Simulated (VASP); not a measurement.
# Mg31S32 (a cell with a defect) in VASP: relaxation of the atoms with PBEsol

Aim: the relaxation of the atoms of Mg31S32 (a cell with a defect) with PBEsol.

Everything below comes from runs of VASP 6.6.1. Logs are shortened: lines on timing, memory, paths and dates and some standing lists are left out, and cuts for length are marked.

## Step 1: The cell of the first run

The cell holds a defect, 63 atoms: a = 11.303 Å, b = 11.303 Å, c = 11.303 Å, α = 90.00°, β = 90.00°, γ = 90.00°.

## Step 2: Relaxation of the atoms, PBEsol

INCAR reads:

```
PREC     = Accurate       # precision mode
ENCUT    = 450            # plane-wave cutoff, eV
EDIFF    = 1E-7           # SCF threshold, eV
ISMEAR   = -1             # smearing method
SIGMA    = 0.05           # smearing width, eV
LREAL    = Auto         
LASPH    = T              # aspherical terms in the spheres
NELM     = 120            # most SCF steps
ALGO     = Normal         # electronic algorithm
ISIF     = 2              # what is computed and relaxed
LWAVE    = F              # write WAVECAR
LCHARG   = F              # write CHGCAR
GGA      = PS             # functional
IBRION   = 2              # ionic algorithm
NSW      = 100            # ionic steps
EDIFFG   = -0.03          # ionic threshold
NELECT   = 256.0        
ISYM     = -1           
GGA_COMPAT= F            
NELMIN   = 4            
KPAR     = 1
```

KPOINTS reads:

```
explicit points
1
Reciprocal
  0.25000000   0.25000000   0.25000000 1
```

POSCAR reads:

```
Mg31S32
1.0
   11.3030650000      0.0000000000      0.0000000000
    0.0000000000     11.3030650000      0.0000000000
    0.0000000000      0.0000000000     11.3030650000
Mg S
31 32
Direct
    0.9998780000      0.9994780000      0.0010830000
    0.9976400000      0.0000920000      0.4988710000
    0.0017280000      0.5013020000      0.9992850000
    0.9993240000      0.4998980000      0.5012760000
    0.5001770000      0.9997450000      0.0015070000
    0.4992420000      0.9997310000      0.5004240000
    0.5013490000      0.5016180000      0.9975200000
    0.2480950000      0.2502640000      0.9980770000
    0.2479590000      0.2498510000      0.4981670000
    0.2523500000      0.7520300000      0.0003950000
    0.2483500000      0.7495030000      0.4985490000
    0.7483350000      0.2468710000      0.9998610000
    0.7494690000      0.2500590000      0.5015050000
    0.7500240000      0.7488170000      0.0037470000
    0.7468580000      0.7488540000      0.4995160000
    0.2522650000      0.0001100000      0.2488100000
    0.2508520000      0.9990160000      0.7509490000
    0.2478510000      0.4997700000      0.2489680000
    0.2525320000      0.4987030000      0.7506200000
    0.7528580000      0.0014790000      0.2497160000
    0.7467600000      0.9983340000      0.7513800000
    0.7481650000      0.4994180000      0.2499840000
    0.7495260000      0.5000150000      0.7490570000
    0.9994810000      0.2521440000      0.2489570000
    0.0006230000      0.2502840000      0.7507130000
    0.9994510000      0.7483190000      0.2523770000
    0.9960740000      0.7508680000      0.7520760000
    0.4980210000      0.2497980000      0.2505900000
    0.4985420000      0.2494660000      0.7488230000
    0.5004300000      0.7527500000      0.2505130000
    0.5004850000      0.7470990000      0.7536760000
    0.1245670000      0.1228740000      0.1204860000
    0.1237220000      0.1273330000      0.6283140000
    0.1220330000      0.6257380000      0.1252690000
    0.1253650000      0.6254810000      0.6220860000
    0.6254020000      0.1271390000      0.1279280000
    0.6240260000      0.1288860000      0.6255260000
    0.6255160000      0.6240200000      0.1240820000
    0.6251640000      0.6265650000      0.6274050000
    0.3733420000      0.3756990000      0.1253400000
    0.3735810000      0.3769880000      0.6297370000
    0.3777000000      0.8788560000      0.1241110000
    0.3753700000      0.8750440000      0.6266060000
    0.8766190000      0.3742940000      0.1268610000
    0.8725920000      0.3764730000      0.6217840000
    0.8765490000      0.8734470000      0.1252790000
    0.8757810000      0.8741440000      0.6262890000
    0.3751850000      0.1240410000      0.3771050000
    0.3712710000      0.1266280000      0.8750210000
    0.3754240000      0.6262580000      0.3770250000
    0.3734330000      0.6229210000      0.8763540000
    0.8726240000      0.1247860000      0.3751500000
    0.8765020000      0.1250470000      0.8748170000
    0.8776740000      0.6211650000      0.3759860000
    0.8750130000      0.6247790000      0.8740240000
    0.1213350000      0.3720400000      0.3762220000
    0.1252060000      0.3730570000      0.8726990000
    0.1233400000      0.8727170000      0.3744370000
    0.1262090000      0.8747710000      0.8763000000
    0.6251160000      0.3704390000      0.3740800000
    0.6245680000      0.3761940000      0.8722880000
    0.6220650000      0.8762150000      0.3759100000
    0.6246120000      0.8739890000      0.8743300000
```

Potentials or basis: VASP PAW PBE potentials, release 64 (Mg, S).

Started as:

```sh
$ cat potpaw_PBE.64/Mg/POTCAR potpaw_PBE.64/S/POTCAR > POTCAR
$ mpirun -np 4 vasp_std > vasp.out
```

OUTCAR:

```text
PREC = Accurate
   ENCUT = 450
   EDIFF = 1E-7
   ISMEAR = -1
   LREAL = Auto
   LASPH = T
   NELM = 120
   ISIF = 2
   GGA = PS
   IBRION = 2
   NSW = 100
   EDIFFG = -0.03
   NELECT = 256.0
   ISYM = -1
   NELMIN = 4

 ion  position               nearest neighbor table
   1  1.000  0.999  0.001-  32 2.40  46 2.44  53 2.45  59 2.45
   2  0.998  0.000  0.499-  52 2.44  47 2.45  58 2.46  33 2.50
   3  0.002  0.501  0.999-  34 2.42  55 2.45  57 2.47  44 2.48
   4  0.999  0.500  0.501-  54 2.40  45 2.42  35 2.43  56 2.45
   5  0.500  1.000  0.002-  42 2.39  63 2.46  36 2.47  49 2.49
   6  0.499  1.000  0.500-  62 2.42  48 2.43  43 2.45  37 2.47
[... 30 lines left out ...]
  37  0.624  0.129  0.626-  29 2.41  13 2.42   6 2.47  21 2.48
  38  0.626  0.624  0.124-  14 2.41   7 2.44  22 2.44  30 2.48
  39  0.625  0.627  0.627-  31 2.42  15 2.43  23 2.43
  40  0.373  0.376  0.125-  18 2.44  28 2.45   8 2.47   7 2.49
  41  0.374  0.377  0.630-  19 2.37  29 2.43   9 2.51
  42  0.378  0.879  0.124-   5 2.39  16 2.42  30 2.45  10 2.45
  43  0.375  0.875  0.627-  17 2.43   6 2.45  31 2.48  11 2.48
  44  0.877  0.374  0.127-  24 2.40  22 2.46   3 2.48  12 2.50
  45  0.873  0.376  0.622-  13 2.41   4 2.42  23 2.44  25 2.50
  46  0.877  0.873  0.125-  14 2.43   1 2.44  26 2.45  20 2.46
  47  0.876  0.874  0.626-  27 2.41   2 2.45  21 2.47  15 2.49
  48  0.375  0.124  0.377-   6 2.43   9 2.44  28 2.45  16 2.45
  49  0.371  0.127  0.875-   8 2.41  17 2.43  29 2.46   5 2.49
  50  0.375  0.626  0.377-  11 2.43  30 2.47  18 2.49
  51  0.373  0.623  0.876-   7 2.42  19 2.42  31 2.44  10 2.44
  52  0.873  0.125  0.375-  20 2.41   2 2.44  13 2.45  24 2.48
  53  0.877  0.125  0.875-  25 2.44  12 2.45   1 2.45  21 2.48
  54  0.878  0.621  0.376-   4 2.40  26 2.43  22 2.46  15 2.49
  55  0.875  0.625  0.874-  27 2.41  23 2.45   3 2.45  14 2.47
  56  0.121  0.372  0.376-  24 2.41   9 2.42   4 2.45  18 2.49
  57  0.125  0.373  0.873-  25 2.41   8 2.42  19 2.45   3 2.47
  58  0.123  0.873  0.374-  26 2.42  11 2.43   2 2.46  16 2.49
  59  0.126  0.875  0.876-  10 2.43  17 2.44   1 2.45  27 2.47
  60  0.625  0.370  0.374-  28 2.42  13 2.43  22 2.46
  61  0.625  0.376  0.872-  23 2.43   7 2.44  29 2.46  12 2.48
  62  0.622  0.876  0.376-  30 2.42   6 2.42  15 2.45  20 2.49
  63  0.625  0.874  0.874-  21 2.41  31 2.43   5 2.46  14 2.48

IMPORTANT INFORMATION: All symmetrisations will be switched off!
NOSYMM: (Re-)initialisation of all symmetry stuff for point group C_1.

----------------------------------------------------------------------------------------

                                     Primitive cell

  volume of cell :    1444.0714

  direct lattice vectors                    reciprocal lattice vectors
    11.303065000  0.000000000  0.000000000     0.088471578  0.000000000  0.000000000
     0.000000000 11.303065000  0.000000000     0.000000000  0.088471578  0.000000000
     0.000000000  0.000000000 11.303065000     0.000000000  0.000000000  0.088471578

  length of vectors
    11.303065000 11.303065000 11.303065000     0.088471578  0.088471578  0.088471578

  position of ions in fractional coordinates (direct lattice)
     0.999878000  0.999478000  0.001083000
     0.997640000  0.000092000  0.498871000
     0.001728000  0.501302000  0.999285000
     0.999324000  0.499898000  0.501276000
     0.500177000  0.999745000  0.001507000
     0.499242000  0.999731000  0.500424000
[... 55 lines left out ...]
     0.622065000  0.876215000  0.375910000
     0.624612000  0.873989000  0.874330000

  ion indices of the primitive-cell ions
   primitive index   ion index
                 1           1
                 2           2
                 3           3
                 4           4
                 5           5
                 6           6
[... 55 lines left out ...]
                62          62
                63          63

----------------------------------------------------------------------------------------

 KPOINTS: explicit points

Read explicit list of k-points.

 Found      1 k-points:

 Following reciprocal coordinates:
            Coordinates               Weight
  0.250000  0.250000  0.250000      1.000000
   k-points           NKPTS =      1   k-points in BZ     NKDIM =      1   number of bands    NBANDS=    160
   number of dos      NEDOS =    301   number of ions     NIONS =     63
   total plane-waves  NPLWV = 512000
   dimension x,y,z NGX =    80 NGY =   80 NGZ =   80
   dimension x,y,z NGXF=   160 NGYF=  160 NGZF=  160
   ions per type =              31  32
   NGX,Y,Z   is equivalent  to a cutoff of  11.77, 11.77, 11.77 a.u.
   NGXF,Y,Z  is equivalent  to a cutoff of  23.53, 23.53, 23.53 a.u.
 SYSTEM =  unknown system
   PREC   = accura    normal or accurate (medium, high low for compatibility)
   ISTART =      0    job   : 0-new  1-cont  2-samecut
   ICHARG =      2    charge: 1-file 2-atom 10-const
   ISPIN  =      1    spin polarized calculation?
   LNONCOLLINEAR =      F non collinear calculations
   LSORBIT =      F    spin-orbit coupling
   LASPH  =      T    aspherical Exc in radial PAW
   ENCUT  =  450.0 eV  33.07 Ry    5.75 a.u.  19.55 19.55 19.55*2*pi/ulx,y,z
   NELM   =    120;   NELMIN=  4; NELMDL= -5     # of ELM steps
   EDIFF  = 0.1E-06   stopping-criterion for ELM
   LREAL  =      T    real-space projection
   EDIFFG = -.3E-01   stopping-criterion for IOM
   NSW    =    100    number of steps for IOM
   IBRION =      2    ionic relax: 0-MD 1-quasi-New 2-CG
   NFREE  =      1    steps in history (QN), initial steepest desc. (CG)
   ISIF   =      2    stress and relaxation
   ISYM   =     -1    0-nonsym 1-usesym 2-fastsym
   POTIM  = 0.5000    time-step for ionic-motion
   TEBEG  =    0.0;   TEEND  =   0.0 temperature during run
   PSTRESS=    0.0 pullay stress
   NELECT =     256.0000    total number of electrons
   NUPDOWN=      -1.0000    fix difference up-down
   EMIN   =  10.00;   EMAX   =-10.00  energy-range for DOS
   EFERMI =   0.00;   METHOD = LEGACY
   ISMEAR =    -1;   SIGMA  =   0.05  broadening in eV -4-tet -1-fermi 0-gaus
   EFERMI_NEDOS =   21; number of points for ismear=-14 and -15
   IALGO  =     38    algorithm
   IMIX   =      4    mixing-type and parameters
     AMIX     =   0.40;   BMIX     =  1.00
     AMIX_MAG =   1.60;   BMIX_MAG =  1.00
  volume/ion in A,a.u.               =      22.92       154.68
  Fermi-wavevector in a.u.,A,eV,Ry     =   0.919656  1.737897 11.507353  0.845767
  Thomas-Fermi vector in A             =   2.044874
   LORBIT       =      0    0 simple, 1 ext, 2 COOP (PROOUT), +10 PAW based schemes
   GGA     = PS    functional components
   LHFCALC =     F    Hartree Fock is set to
   AEXX    =    0.0000 exact exchange contribution
   IVDW    =     0    specifies the selected vdW correction
   LEPSILON=     F    determine dielectric tensor
   LRPA    =     F    only Hartree local field effects (RPA)
 conjugate gradient relaxation of ions
 non-spin polarized calculation
  energy-cutoff  :      450.00
  volume of cell :     1444.07
 maximum number of plane-waves:     31322
 NGX is ok and might be reduce to    80
   NGX = 39   NGY = 39   NGZ = 39

--------------------------------------- Ionic step        1  -------------------------------------------

 number of electron     256.0000021 magnetization

 Free energy of the ion-electron system (eV)
  ---------------------------------------------------
  ext. energy  EPLUGINS =         0.00000000
  ---------------------------------------------------
  free energy    TOTEN  =      -273.56113652 eV

  energy without entropy =     -273.56113652  energy(sigma->0) =     -273.56113652

------------------------ aborting loop because EDIFF is reached ----------------------------------------

  FORCE on cell =-STRESS in cart. coord.  units (eV):
  Direction    XX          YY          ZZ          XY          YZ          ZX
  --------------------------------------------------------------------------------------
  -------------------------------------------------------------------------------------
  Total       11.5869784     11.5348435     11.4369491     -1.0306247     -0.8695243     -1.3270732
  in kB       12.8555928     12.7977497     12.6891373     -1.1434639     -0.9647252     -1.4723694
  external PRESSURE =      12.7808266 kB  Pullay stress =       0.0000000 kB
[... 272 lines left out ...]
  FREE ENERGIE OF THE ION-ELECTRON SYSTEM (eV)
  ---------------------------------------------------
  free  energy   TOTEN  =      -274.2226429233 eV

  energy  without entropy=     -274.2226429232  energy(sigma->0) =     -274.22264292

[... ionic steps 4 to 8 ...]

--------------------------------------- Ionic step        9  -------------------------------------------

 number of electron     256.0000088 magnetization

------------------------ aborting loop because EDIFF is reached ----------------------------------------
[... 189 lines left out ...]
--------------------------------------- Ionic step       11  -------------------------------------------

 number of electron     256.0000099 magnetization

 Free energy of the ion-electron system (eV)
  ---------------------------------------------------
  ext. energy  EPLUGINS =         0.00000000
  ---------------------------------------------------
  free energy    TOTEN  =      -274.28102474 eV

  energy without entropy =     -274.28102474  energy(sigma->0) =     -274.28102474

 E-fermi :   2.9644     XC(G=0):  -8.5767

 val. band max:        1.7333927621   @ k =   0.2500   0.2500   0.2500
 cond. band min:       4.9111124378   @ k =   0.2500   0.2500   0.2500
 fundamental gap:      3.1777196757
 Fermi energy:         2.9643821409

 k-point     1 :       0.2500    0.2500    0.2500
  band No.  band energies     occupation
      1     -10.3597      2.00000
      2     -10.1416      2.00000
      3     -10.1370      2.00000
      4     -10.1229      2.00000
      5      -9.9570      2.00000
      6      -9.9539      2.00000
[... 132 lines left out ...]
    139       5.9869      0.00000
    140       6.0081      0.00000
 [bands above 140 left out]

------------------------ aborting loop because EDIFF is reached ----------------------------------------

  FORCE on cell =-STRESS in cart. coord.  units (eV):
  Direction    XX          YY          ZZ          XY          YZ          ZX
  --------------------------------------------------------------------------------------
  -------------------------------------------------------------------------------------
  Total       11.0547865     11.0628391     11.0578679     -1.0635704     -0.9574096     -1.0580315
  in kB       12.2651332     12.2740674     12.2685519     -1.1800167     -1.0622327     -1.1738714
  external PRESSURE =      12.2692508 kB  Pullay stress =       0.0000000 kB
[... 78 lines left out ...]
  FREE ENERGIE OF THE ION-ELECTRON SYSTEM (eV)
  ---------------------------------------------------
  free  energy   TOTEN  =      -274.2810247366 eV

  energy  without entropy=     -274.2810247365  energy(sigma->0) =     -274.28102474

 reached required accuracy - stopping structural energy minimisation
```

It took 11 min on 4 MPI ranks of AMD EPYC 7R43 (Zen 3), shared host; peak memory 0.39 GiB.

Results:

```
Free energy                  : -274.2810 eV
Energy gained by relaxing    : 11.4 meV/atom
Ionic steps                  : 11
Largest force after relaxing : 0.030 eV/Å
```

Forces on the atoms (eV/Å):
```
Mg   0.003 -0.002  0.001
Mg  -0.008  0.014  0.007
Mg  -0.001  0.002 -0.002
Mg  -0.009  0.003  0.011
Mg  -0.005 -0.011  0.001
Mg   0.003  0.003  0.000
Mg  -0.005  0.002 -0.019
Mg   0.007  0.002 -0.010
Mg   0.018  0.000  0.009
Mg   0.009 -0.005 -0.002
Mg   0.007 -0.015  0.000
Mg  -0.017  0.008  0.013
Mg   0.007  0.007  0.014
Mg  -0.012 -0.005 -0.016
Mg  -0.020 -0.012 -0.001
Mg   0.026 -0.008 -0.006
Mg   0.006  0.011 -0.004
Mg  -0.003  0.003  0.012
Mg   0.017 -0.006 -0.005
Mg  -0.006  0.007  0.002
Mg  -0.022 -0.006  0.000
Mg  -0.010  0.007  0.002
Mg  -0.008  0.000 -0.011
Mg  -0.016  0.002  0.001
Mg   0.016  0.017 -0.018
Mg   0.005 -0.012 -0.004
Mg  -0.009 -0.010  0.002
Mg   0.003  0.005  0.001
Mg  -0.001  0.008 -0.011
Mg   0.000  0.000  0.000
Mg  -0.002 -0.016  0.004
S   -0.004 -0.012 -0.001
S    0.000  0.009  0.000
S   -0.004  0.002 -0.009
S    0.005 -0.007  0.013
S    0.007 -0.012  0.008
S    0.004  0.022  0.001
S    0.015  0.013  0.018
S    0.012 -0.015 -0.018
S   -0.003 -0.002  0.006
S    0.011  0.002  0.014
S   -0.008  0.012 -0.010
S   -0.011 -0.007  0.009
S    0.001 -0.006  0.006
S   -0.014  0.000  0.000
S    0.004  0.005  0.000
S    0.003 -0.007 -0.006
S   -0.015  0.005 -0.009
S   -0.004  0.003  0.001
S    0.016 -0.015  0.016
S   -0.027  0.008 -0.008
S   -0.006  0.007 -0.003
S    0.012  0.004  0.005
S    0.004  0.000  0.001
S    0.001 -0.011  0.001
S   -0.002 -0.007 -0.005
S    0.008 -0.002  0.001
S   -0.006  0.009 -0.011
S   -0.001  0.006  0.015
S    0.004  0.006  0.018
S    0.011 -0.016 -0.017
S    0.016  0.003 -0.011
S   -0.003  0.007  0.002
```

Step by step:
```
step  energy change (eV)  largest force (eV/Å)  pressure (GPa)
   1              0.0000                1.0476            1.28
   2             -0.5601                0.5204            1.29
   3             -0.6615                0.2121            1.35
   4             -0.6906                0.1261            1.34
   5             -0.6972                0.1177            1.33
   6             -0.7041                0.0898            1.32
   7             -0.7091                0.0960            1.30
   8             -0.7141                0.0511            1.28
   9             -0.7159                0.0708            1.26
  10             -0.7195                0.0337            1.24
  11             -0.7199                0.0296            1.23
```

Final structure:
```cif
data_structure
_symmetry_space_group_name_H-M 'P 1'
_symmetry_Int_Tables_number 1
_cell_length_a 11.3031
_cell_length_b 11.3031
_cell_length_c 11.3031
_cell_angle_alpha 90.000
_cell_angle_beta 90.000
_cell_angle_gamma 90.000
_cell_volume 1444.07
loop_
_atom_site_label
_atom_site_type_symbol
_atom_site_fract_x
_atom_site_fract_y
_atom_site_fract_z
_atom_site_occupancy
Mg1 Mg 0.99954 0.99942 0.00025 1
Mg2 Mg 0.99972 0.99959 0.50020 1
Mg3 Mg 0.99973 0.50037 0.00002 1
Mg4 Mg 0.99957 0.49963 0.49997 1
Mg5 Mg 0.49990 0.00027 0.00014 1
Mg6 Mg 0.49945 0.99981 0.50029 1
Mg7 Mg 0.49967 0.49965 0.00091 1
Mg8 Mg 0.24996 0.25075 0.99927 1
Mg9 Mg 0.25352 0.25444 0.50427 1
Mg10 Mg 0.25047 0.74935 0.00129 1
Mg11 Mg 0.25416 0.74596 0.49645 1
Mg12 Mg 0.74931 0.25052 0.00033 1
Mg13 Mg 0.74477 0.25394 0.49599 1
Mg14 Mg 0.74916 0.74903 0.00015 1
Mg15 Mg 0.74490 0.74518 0.50417 1
Mg16 Mg 0.24982 0.99958 0.25098 1
Mg17 Mg 0.25018 0.00024 0.74982 1
Mg18 Mg 0.25441 0.50399 0.25450 1
Mg19 Mg 0.25370 0.49656 0.74570 1
Mg20 Mg 0.74892 0.00072 0.25088 1
Mg21 Mg 0.74890 0.99881 0.74942 1
Mg22 Mg 0.74534 0.49526 0.25452 1
Mg23 Mg 0.74488 0.50378 0.74561 1
Mg24 Mg 0.99938 0.25067 0.25071 1
Mg25 Mg 0.99959 0.24988 0.74983 1
Mg26 Mg 0.00001 0.74920 0.25143 1
Mg27 Mg 0.99890 0.74939 0.74923 1
Mg28 Mg 0.50316 0.25406 0.25477 1
Mg29 Mg 0.49541 0.25471 0.74554 1
Mg30 Mg 0.49608 0.74568 0.25461 1
Mg31 Mg 0.50345 0.74560 0.74604 1
S1 S 0.12445 0.12495 0.12481 1
S2 S 0.12400 0.12408 0.62507 1
S3 S 0.12409 0.62467 0.12514 1
S4 S 0.12418 0.62583 0.62524 1
S5 S 0.62431 0.12495 0.12463 1
S6 S 0.62495 0.12439 0.62598 1
S7 S 0.62527 0.62506 0.12530 1
S8 S 0.62338 0.62434 0.62473 1
S9 S 0.37389 0.37415 0.12510 1
S10 S 0.37474 0.37596 0.62443 1
S11 S 0.37540 0.87585 0.12507 1
S12 S 0.37426 0.87528 0.62600 1
S13 S 0.87551 0.37538 0.12431 1
S14 S 0.87474 0.37407 0.62569 1
S15 S 0.87468 0.87488 0.12560 1
S16 S 0.87486 0.87533 0.62452 1
S17 S 0.37391 0.12466 0.37516 1
S18 S 0.37508 0.12455 0.87565 1
S19 S 0.37483 0.62537 0.37536 1
S20 S 0.37445 0.62530 0.87602 1
S21 S 0.87556 0.12441 0.37568 1
S22 S 0.87438 0.12403 0.87537 1
S23 S 0.87441 0.62511 0.37476 1
S24 S 0.87495 0.62472 0.87550 1
S25 S 0.12463 0.37465 0.37454 1
S26 S 0.12369 0.37550 0.87536 1
S27 S 0.12421 0.87538 0.37590 1
S28 S 0.12454 0.87458 0.87529 1
S29 S 0.62384 0.37526 0.37560 1
S30 S 0.62493 0.37457 0.87572 1
S31 S 0.62517 0.87537 0.37494 1
S32 S 0.62437 0.87510 0.87608 1
```

Levels at points of the mesh, in eV from the Fermi level:
| k point | band 125 | band 126 | band 127 | band 128 | band 129 | band 130 | band 131 | band 132 |
| --- | --- | --- | --- | --- | --- | --- | --- | --- |
| (0.25, 0.25, 0.25) | -2.03 | -1.33 | -1.24 | -1.23 | 1.95 | 2.09 | 2.09 | 2.09 |

Caveat: the cell carries a net charge on a neutralising background, which shifts energy and pressure; the cell is charged against a uniform background, so pressure and absolute levels hang on convention; the PAW data sets were made with another functional, which shifts forces and pressure a little.
